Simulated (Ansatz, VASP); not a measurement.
# Two plane-wave programs on SiW6

The input INCAR:

```
SYSTEM = SiW6
PREC = Accurate ; ENCUT = 520
EDIFF = 1E-6 ; ISMEAR = 0
SIGMA = 0.1 ; LREAL = .False.
LASPH = .True. ; NELM = 60
ALGO = Normal ; ISIF = 2
LWAVE = .False. ; LCHARG = .False.
LDIPOL = .True. ; IDIPOL = 3
DIPOL = 0.5 0.5 0.320 ; GGA = PE
IVDW = 12 ; NBANDS = 53
```

KPOINTS

```
regular mesh
0
Gamma
  6 6 1
  0 0 0
```

Contents of POSCAR:

```
SiW6
1.0
    4.4682526324      0.0000000000      0.0000000000
   -2.2341263162      3.8696202902      0.0000000000
    0.0000000000      0.0000000000     21.7259061349
W Si
6 1
Direct
    0.6666666667      0.3333333333      0.1841119986
    0.3333333333      0.6666666667      0.2260931360
    0.0000000000      0.0000000000      0.2680742733
    0.6666666667      0.3333333333      0.3070897866
    0.3333333333      0.6666666667      0.3466976876
    0.0000000000      0.0000000000      0.3832248047
    0.1111111111      0.4444444444      0.5259116036
```

Input for Ansatz:

```yaml
crystal:
  lattice:
    - [4.4682526324, 0.0, 0.0]
    - [-2.2341263162, 3.8696202902, 0.0]
    - [0.0, 0.0, 21.7259061349]
  atoms:
    - { symbol: W, position: [0.6666666667, 0.3333333333, 0.1841119986] }
    - { symbol: W, position: [0.3333333333, 0.6666666667, 0.226093136] }
    - { symbol: W, position: [0.0, 0.0, 0.2680742733] }
    - { symbol: W, position: [0.6666666667, 0.3333333333, 0.3070897866] }
    - { symbol: W, position: [0.3333333333, 0.6666666667, 0.3466976876] }
    - { symbol: W, position: [0.0, 0.0, 0.3832248047] }
    - { symbol: Si, position: [0.1111111111, 0.4444444444, 0.5259116036] }
basis:
  ecutwfc: 420
kpoints:
  mp_grid: { grid: [6, 6, 1] }
hamiltonian:
  xc: pbe
  pseudopotentials: { kind: paw, azcp: { folder: soft_1 } }
  dispersion: d3bj
scf:
  occupations: { method: gaussian, width: 0.1 }
output:
  forces: true
  eigenvalues: true
efield:
  axis: 3
  dipole_correction: true
  ramp_width: 0.04
```

Alike in both runs: task single point; functional PBE; dispersion D3(BJ); k mesh 6 × 6 × 1; occupations gaussian, width 0.1 eV; no spin polarisation.

|  | VASP | Ansatz |
| --- | --- | --- |
| version | VASP 6.6.1 | Ansatz 0.2.0 |
| potentials or method | VASP PAW PBE potentials, release 64 (W_sv, Si), cutoff 520 eV | scalar-relativistic, plane waves, PAW |
| valence electrons in the cell | 88 | 88 |

Ansatz gave:

- gap on the k mesh at the Fermi level (eV): none
- rms of the force components (eV/Å): 0.855

Which values does VASP return?

gap on the k mesh at the Fermi level (eV): none; rms of the force components (eV/Å): 0.865.

Atom by atom the forces differ by 0.021 eV/Å (rms over components). A gap of «none» marks a metal or a gap that the smearing closes. Ansatz's warnings: dispersion switch in reach, vacuum below fermi.

Neither program's run includes spin-orbit coupling.
